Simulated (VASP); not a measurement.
# Hg (Fd-3m) in VASP: further runs, part 2 of 2

VASP 6.6.1.

**3. Single point, RPBE (149.42 Å³/atom)**

This run uses another cell than the first one, of 149.42 Å³/atom.

Contents of INCAR:

```
SYSTEM = Hg
PREC = Accurate
ENCUT = 520
EDIFF = 1E-6
ISMEAR = -1
SIGMA = 0.1
LREAL = .FALSE.
LASPH = .TRUE.
NELM = 80
ALGO = Normal
ISIF = 2
LWAVE = .FALSE.
LCHARG = .TRUE.
GGA = RP
LELF = .TRUE.
LVHAR = .TRUE.
NBANDS = 19
```

Contents of KPOINTS:

```
Automatic mesh
0
G
  6 6 6
  0 0 0
```

Contents of POSCAR:

```
Hg
1.0
    0.0000000000      5.3064583945      5.3064583945
    5.3064583945      0.0000000000      5.3064583945
    5.3064583945      5.3064583945      0.0000000000
Hg
2
Direct
    0.1250000000      0.1250000000      0.1250000000
    0.8750000000      0.8750000000      0.8750000000
```

Potentials or basis: VASP PAW PBE potentials, release 64 (Hg).

Command:

```sh
$ cat potpaw_PBE.64/Hg/POTCAR > POTCAR
$ mpirun -np 1 vasp_std > vasp.out
```

OUTCAR:

```text
SYSTEM = Hg
   PREC = Accurate
   ENCUT = 520
   EDIFF = 1E-6
   ISMEAR = -1
   LREAL = .FALSE.
   LASPH = .TRUE.
   NELM = 80
   ISIF = 2
   GGA = RP

 ion  position               nearest neighbor table
   1  0.125  0.125  0.125-
   2  0.875  0.875  0.875-

  LATTYP: Found a face centered cubic cell.
 ALAT       =    10.6129167890

  Lattice vectors:

 A1 = (   0.0000000000,   5.3064583945,   5.3064583945)
 A2 = (   5.3064583945,   0.0000000000,   5.3064583945)
 A3 = (   5.3064583945,   5.3064583945,   0.0000000000)

Analysis of symmetry for initial positions (statically):
=====================================================================
 Subroutine PRICEL returns:
 Original cell was already a primitive cell.

 Routine SETGRP: Setting up the symmetry group for a
 face centered cubic supercell.

 Subroutine GETGRP returns: Found 48 space group operations
 (whereof 12 operations were pure point group operations)
 out of a pool of 48 trial point group operations.

The static configuration has the point symmetry D_3d.
 The point group associated with its full space group is O_h .

Analysis of symmetry for dynamics (positions and initial velocities):
=====================================================================
 Subroutine PRICEL returns:
 Original cell was already a primitive cell.

 Routine SETGRP: Setting up the symmetry group for a
 face centered cubic supercell.

 Subroutine GETGRP returns: Found 48 space group operations
 (whereof 12 operations were pure point group operations)
 out of a pool of 48 trial point group operations.

The dynamic configuration has the point symmetry D_3d.
 The point group associated with its full space group is O_h .

 Subroutine INISYM returns: Found 48 space group operations
 (whereof 12 operations are pure point group operations),
 and found     1 'primitive' translations

----------------------------------------------------------------------------------------

                                     Primitive cell

  volume of cell :     298.8438

  direct lattice vectors                    reciprocal lattice vectors
     0.000000000  5.306458394  5.306458394    -0.094224804  0.094224804  0.094224804
     5.306458394  0.000000000  5.306458394     0.094224804 -0.094224804  0.094224804
     5.306458394  5.306458394  0.000000000     0.094224804  0.094224804 -0.094224804

  length of vectors
     7.504465430  7.504465430  7.504465430     0.163202147  0.163202147  0.163202147

  position of ions in fractional coordinates (direct lattice)
     0.125000000  0.125000000  0.125000000
     0.875000000  0.875000000  0.875000000

  ion indices of the primitive-cell ions
   primitive index   ion index
                 1           1
                 2           2

----------------------------------------------------------------------------------------

 KPOINTS: Automatic mesh

Automatic generation of k-mesh.
 Grid dimensions read from file:
 generate k-points for:    6    6    6

 Generating k-lattice:

  Cartesian coordinates                     Fractional coordinates (reciprocal lattice)
    -0.015704134  0.015704134  0.015704134     0.166666667  0.000000000  0.000000000
     0.015704134 -0.015704134  0.015704134     0.000000000  0.166666667  0.000000000
     0.015704134  0.015704134 -0.015704134     0.000000000  0.000000000  0.166666667

  Length of vectors
     0.027200358  0.027200358  0.027200358

  Shift w.r.t. Gamma in fractional coordinates (k-lattice)
     0.000000000  0.000000000  0.000000000

 Subroutine IBZKPT returns following result:
 ===========================================

 Found     16 irreducible k-points:

 Following reciprocal coordinates:
            Coordinates               Weight
  0.000000  0.000000  0.000000      1.000000
  0.166667  0.000000  0.000000      8.000000
  0.333333  0.000000  0.000000      8.000000
  0.500000  0.000000  0.000000      4.000000
  0.166667  0.166667  0.000000      6.000000
  0.333333  0.166667  0.000000     24.000000
[... 8 lines left out ...]
 -0.333333  0.333333  0.166667     24.000000
 -0.333333  0.500000  0.166667     12.000000
   k-points           NKPTS =     16   k-points in BZ     NKDIM =     16   number of bands    NBANDS=     19
   number of dos      NEDOS =    301   number of ions     NIONS =      2
   total plane-waves  NPLWV = 175616
   dimension x,y,z NGX =    56 NGY =   56 NGZ =   56
   dimension x,y,z NGXF=   112 NGYF=  112 NGZF=  112
   ions per type =               2
   NGX,Y,Z   is equivalent  to a cutoff of  12.41, 12.41, 12.41 a.u.
   NGXF,Y,Z  is equivalent  to a cutoff of  24.81, 24.81, 24.81 a.u.
 SYSTEM =  Hg
   PREC   = accura    normal or accurate (medium, high low for compatibility)
   ISTART =      0    job   : 0-new  1-cont  2-samecut
   ICHARG =      2    charge: 1-file 2-atom 10-const
   ISPIN  =      1    spin polarized calculation?
   LNONCOLLINEAR =      F non collinear calculations
   LSORBIT =      F    spin-orbit coupling
   LASPH  =      T    aspherical Exc in radial PAW
   ENCUT  =  520.0 eV  38.22 Ry    6.18 a.u.  13.95 13.95 13.95*2*pi/ulx,y,z
   NELM   =     80;   NELMIN=  2; NELMDL= -5     # of ELM steps
   EDIFF  = 0.1E-05   stopping-criterion for ELM
   LREAL  =      F    real-space projection
   EDIFFG = 0.1E-04   stopping-criterion for IOM
   NSW    =      0    number of steps for IOM
   IBRION =     -1    ionic relax: 0-MD 1-quasi-New 2-CG
   NFREE  =      0    steps in history (QN), initial steepest desc. (CG)
   ISIF   =      2    stress and relaxation
   ISYM   =      2    0-nonsym 1-usesym 2-fastsym
   POTIM  = 0.5000    time-step for ionic-motion
   TEBEG  =    0.0;   TEEND  =   0.0 temperature during run
   PSTRESS=    0.0 pullay stress
   NELECT =      24.0000    total number of electrons
   NUPDOWN=      -1.0000    fix difference up-down
   EMIN   =  10.00;   EMAX   =-10.00  energy-range for DOS
   EFERMI =   0.00;   METHOD = LEGACY
   ISMEAR =    -1;   SIGMA  =   0.10  broadening in eV -4-tet -1-fermi 0-gaus
   EFERMI_NEDOS =   21; number of points for ismear=-14 and -15
   IALGO  =     38    algorithm
   IMIX   =      4    mixing-type and parameters
     AMIX     =   0.40;   BMIX     =  1.00
     AMIX_MAG =   1.60;   BMIX_MAG =  1.00
  volume/ion in A,a.u.               =     149.42      1008.35
  Fermi-wavevector in a.u.,A,eV,Ry     =   0.706313  1.334738  6.787646  0.498878
  Thomas-Fermi vector in A             =   1.792060
   LORBIT       =      0    0 simple, 1 ext, 2 COOP (PROOUT), +10 PAW based schemes
   GGA     = RP    functional components
   LHFCALC =     F    Hartree Fock is set to
   AEXX    =    0.0000 exact exchange contribution
   IVDW    =     0    specifies the selected vdW correction
   LEPSILON=     F    determine dielectric tensor
   LRPA    =     F    only Hartree local field effects (RPA)
 non-spin polarized calculation
  energy-cutoff  :      520.00
  volume of cell :      298.84
 maximum number of plane-waves:      8080
   NGX = 27   NGY = 27   NGZ = 27

 number of electron      24.0000004 magnetization

 Free energy of the ion-electron system (eV)
  ---------------------------------------------------
  ext. energy  EPLUGINS =         0.00000000
  ---------------------------------------------------
  free energy    TOTEN  =        -0.04677396 eV

  energy without entropy =       -0.04677396  energy(sigma->0) =       -0.04677396

 E-fermi :  -3.0913     XC(G=0):  -3.6429

 val. band max:       -5.0743545785   @ k =   0.0000   0.0000   0.0000
 cond. band min:      -0.9628317805   @ k =  -0.3333   0.3333   0.0000
 fundamental gap:      4.1115227981
 Fermi energy:        -3.0913318324

 k-point     1 :       0.0000    0.0000    0.0000
  band No.  band energies     occupation
      1      -8.7674      2.00000
      2      -8.7674      2.00000
      3      -8.7674      2.00000
      4      -8.7619      2.00000
      5      -8.7619      2.00000
      6      -8.7227      2.00000
[... 11 lines left out ...]
     18       0.8106      0.00000
     19       0.8567      0.00000

 k-point     2 :       0.1667    0.0000    0.0000
  band No.  band energies     occupation
      1      -8.7698      2.00000
      2      -8.7698      2.00000
      3      -8.7667      2.00000
      4      -8.7587      2.00000
      5      -8.7587      2.00000
      6      -8.7265      2.00000
[... 300 lines left out ...]
 k-point    16 :      -0.3333    0.5000    0.1667
  band No.  band energies     occupation
      1      -8.7762      2.00000
      2      -8.7762      2.00000
      3      -8.7527      2.00000
      4      -8.7526      2.00000
      5      -8.7423      2.00000
      6      -8.7423      2.00000
[... 11 lines left out ...]
     18       1.6995      0.00000
     19       2.8676      0.00000

------------------------ aborting loop because EDIFF is reached ----------------------------------------

  FORCE on cell =-STRESS in cart. coord.  units (eV):
  Direction    XX          YY          ZZ          XY          YZ          ZX
  --------------------------------------------------------------------------------------
  -------------------------------------------------------------------------------------
  Total        0.0022518      0.0022518      0.0022518      0.0000000     -0.0000000      0.0000000
  in kB        0.0120723      0.0120723      0.0120723      0.0000000     -0.0000000      0.0000000
  external PRESSURE =       0.0120723 kB  Pullay stress =       0.0000000 kB

 VOLUME and BASIS-vectors are now :
 -----------------------------------------------------------------------------
  energy-cutoff  :      520.00
  volume of cell :      298.84
      direct lattice vectors                 reciprocal lattice vectors
     0.000000000  5.306458394  5.306458394    -0.094224804  0.094224804  0.094224804
     5.306458394  0.000000000  5.306458394     0.094224804 -0.094224804  0.094224804
     5.306458394  5.306458394  0.000000000     0.094224804  0.094224804 -0.094224804

 POSITION                                       TOTAL-FORCE (eV/Angst)
 -----------------------------------------------------------------------------------
      1.32661      1.32661      1.32661         0.000000      0.000000      0.000000
      9.28630      9.28630      9.28630        -0.000000     -0.000000     -0.000000
 -----------------------------------------------------------------------------------
    total drift:                                0.000000      0.000000     -0.000000

  FREE ENERGIE OF THE ION-ELECTRON SYSTEM (eV)
  ---------------------------------------------------
  free  energy   TOTEN  =        -0.0467739638 eV

  energy  without entropy=       -0.0467739620  energy(sigma->0) =       -0.04677396
```

stdout:

```text
POSCAR found type information on POSCAR Hg
 POSCAR found :  1 types and       2 ions
 scaLAPACK will be used
 -----------------------------------------------------------------------------
|                                                                             |
|                                                                             |
|     You enforced a specific xc type in the INCAR file but a different       |
|     I HOPE YOU KNOW WHAT YOU ARE DOING!                                     |
|                                                                             |
 -----------------------------------------------------------------------------

 LDA part: xc-table for (Slater+PW92), standard interpolation
 POSCAR, INCAR and KPOINTS ok, starting setup
 FFT: planning ... GRIDC
 FFT: planning ... GRID_SOFT
 FFT: planning ... GRID
 WAVECAR not read
 entering main loop
```

It took 69 s on 1 thread of AMD EPYC 7R13 (Zen 3), shared host; peak memory 0.4 GiB.

What came out:

| Item | Value |
| --- | --- |
| Free energy | -0.0468 eV |
| Pressure | 0.0 GPa |
| Band gap on the k mesh | 4.11 eV (least direct gap 4.51 eV) |

Caveat: the PAW data sets were made with another functional, which shifts forces and pressure a little; spin-orbit coupling is left out, which moves the levels of the heavy elements.

**4. Single point, RPBE**

This run uses another cell than the first one, of 133.41 Å³/atom.

Contents of INCAR:

```
ALGO = Normal
EDIFF = 1E-6
ENCUT = 520
GGA = RP
ISIF = 2
ISMEAR = -1
LASPH = T
LCHARG = F
LREAL = F
LWAVE = F
NBANDS = 19
NELM = 80
PREC = Accurate
SIGMA = 0.1
```

Contents of KPOINTS:

```
k-points
0
Gamma
  9 9 9
```

Contents of POSCAR:

```
Hg
1.0
    0.0000000000      5.1097394532      5.1097394532
    5.1097394532      0.0000000000      5.1097394532
    5.1097394532      5.1097394532      0.0000000000
Hg
2
Direct
    0.1250000000      0.1250000000      0.1250000000
    0.8750000000      0.8750000000      0.8750000000
```

Command:

```sh
$ cat potpaw_PBE.64/Hg/POTCAR > POTCAR
$ mpirun -np 1 vasp_std > vasp.out
```

Wall time 1.9 min (1 thread of AMD EPYC 7R13 (Zen 3), shared host); peak memory 0.44 GiB.

Results (log left out):

* Free energy: -0.0414 eV
* Pressure: 0.0 GPa
* Band gap on the k mesh: 3.88 eV (least direct gap 4.38 eV)

Levels at points of the mesh, in eV from the valence-band top:
```csv
k point,band 9,band 10,band 11,band 12,band 13,band 14,band 15,band 16
"(0.00, 0.00, 0.00)",-3.79,-3.79,-1.36,0.00,5.13,5.13,5.13,5.86
```

Caveat: the PAW data sets were made with another functional, which shifts forces and pressure a little; spin-orbit coupling is left out, which moves the levels of the heavy elements; an odd mesh through Γ misses points on the zone boundary, where band edges can lie.

**5. The runs side by side**

| cell | k mesh | gap on the mesh (eV) | pressure (GPa) |
| --- | --- | --- | --- |
| a = 6.925 Å, angles 60.0°, 2 atoms | 6 × 6 × 6 | 3.58 | 0.0 |
| a = 7.504 Å, angles 60.0°, 2 atoms | 6 × 6 × 6 | 4.11 | 0.0 |
| a = 7.226 Å, angles 60.0°, 2 atoms | 9 × 9 × 9 | 3.88 | 0.0 |

Alike in all rows: task single point; level RPBE; potentials or basis VASP PAW PBE potentials, release 64 (Hg); no spin polarisation; cutoff (eV) 520; smearing fermi-dirac 0.1 eV.

Caveats: the PAW data sets were made with another functional, which shifts forces and pressure a little; spin-orbit coupling is left out, which moves the levels of the heavy elements; an odd mesh through Γ misses points on the zone boundary, where band edges can lie (at least some runs).

Absolute energies hang on the potentials; compare differences alone.
